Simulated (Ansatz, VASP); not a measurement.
Given: the input of a run of Ansatz 0.2.0 on HfO2.

File input.yaml:

```yaml
crystal:
  lattice:
    - [5.2540303499, 0.0, 0.0]
    - [0.0, 5.0379087863, 0.0]
    - [0.0, 0.0, 5.0660150614]
  atoms:
    - { symbol: Hf, position: [0.966994, 0.73252082, 0.74144035] }
    - { symbol: Hf, position: [0.533006, 0.73252082, 0.24144035] }
    - { symbol: Hf, position: [0.466994, 0.26747918, 0.74144035] }
    - { symbol: Hf, position: [0.033006, 0.26747918, 0.24144035] }
    - { symbol: O, position: [0.63212745, 0.9286454, 0.87926726] }
    - { symbol: O, position: [0.86787255, 0.9286454, 0.37926726] }
    - { symbol: O, position: [0.23394852, 0.53988305, 0.49229239] }
    - { symbol: O, position: [0.26605148, 0.53988305, 0.99229239] }
    - { symbol: O, position: [0.76605148, 0.46011695, 0.99229239] }
    - { symbol: O, position: [0.73394852, 0.46011695, 0.49229239] }
    - { symbol: O, position: [0.13212745, 0.0713546, 0.87926726] }
    - { symbol: O, position: [0.36787255, 0.0713546, 0.37926726] }
hamiltonian:
  xc: rpbe
  pseudopotentials: { kind: paw }
  dispersion: d4
kpoints:
  mp_grid: { grid: [5, 6, 5] }
scf:
  occupations: { method: fermi_dirac, width: 0.05 }
output:
  forces: true
  stress: true
  eigenvalues: true
```

Potentials or basis: Ansatz PAW.

Run with:

```sh
$ ansatz run input.yaml --threads 2 --pin off --max-ram 5120MiB --backend cpu --events-out ev --progress --plain --runs-dir out
```

Q: Set up the same calculation for VASP 6.6.1. Potentials there: VASP PAW PBE potentials, release 64 (Hf_pv, O).

A: As run (the cutoff follows the program's own potentials):

Contents of INCAR:

```
SYSTEM = HfO2
PREC     = Accurate       ! precision mode
ENCUT    = 520            ! plane-wave cutoff, eV
EDIFF    = 1E-6           ! SCF threshold, eV
ISMEAR   = -1             ! smearing method
SIGMA    = 0.05           ! smearing width, eV
LREAL    = .False.        ! projectors in reciprocal space
LASPH    = .True.         ! aspherical terms in the spheres
NELM     = 80             ! most SCF steps
ALGO     = Normal         ! electronic algorithm
ISIF     = 2              ! what is computed and relaxed
LWAVE    = .False.        ! write WAVECAR
LCHARG   = .False.        ! write CHGCAR
GGA      = RP             ! functional
IVDW     = 13             ! dispersion correction
NBANDS   = 56             ! bands
```

KPOINTS

```
Automatic mesh
0
Gamma
  5 6 5
  0 0 0
```

File POSCAR:

```
HfO2
1.0
    5.2540303499      0.0000000000      0.0000000000
    0.0000000000      5.0379087863      0.0000000000
    0.0000000000      0.0000000000      5.0660150614
Hf O
4 8
Direct
    0.9669940000      0.7325208200      0.7414403500
    0.5330060000      0.7325208200      0.2414403500
    0.4669940000      0.2674791800      0.7414403500
    0.0330060000      0.2674791800      0.2414403500
    0.6321274500      0.9286454000      0.8792672600
    0.8678725500      0.9286454000      0.3792672600
    0.2339485200      0.5398830500      0.4922923900
    0.2660514800      0.5398830500      0.9922923900
    0.7660514800      0.4601169500      0.9922923900
    0.7339485200      0.4601169500      0.4922923900
    0.1321274500      0.0713546000      0.8792672600
    0.3678725500      0.0713546000      0.3792672600
```

Potentials or basis: VASP PAW PBE potentials, release 64 (Hf_pv, O).

Command:

```console
$ cat potpaw_PBE.64/Hf_pv/POTCAR potpaw_PBE.64/O/POTCAR > POTCAR
$ mpirun -np 1 vasp_std > vasp.out
```

Both were run:

|  | VASP | Ansatz | Ansatz less VASP |
| --- | --- | --- | --- |
| gap on the k mesh at the Fermi level (eV) | 4.45 | 4.50 | +0.050 |
| least direct gap on the mesh (eV) | 4.64 | 4.69 | +0.043 |
| pressure (GPa) | -1.5 | 1.9 | +3.41 |
| traceless stress, the component that is largest in VASP (GPa) | -0.08 | -0.07 | +0.007 |
| rms of the force components (eV/Å) | 0.028 | 0.040 | +0.0123 |

VASP's potentials were made for PBE, not for RPBE. Atom by atom the forces differ by 0.028 eV/Å (rms over components). VASP's potentials hold 88 valence electrons a cell and Ansatz's 152, so a difference there can come from the potentials and not from the codes.

Neither program's run includes spin-orbit coupling. Noted on Ansatz's run: odd divisions of the mesh miss points on the zone boundary, where band edges often lie, so the gap on the mesh can be too wide.
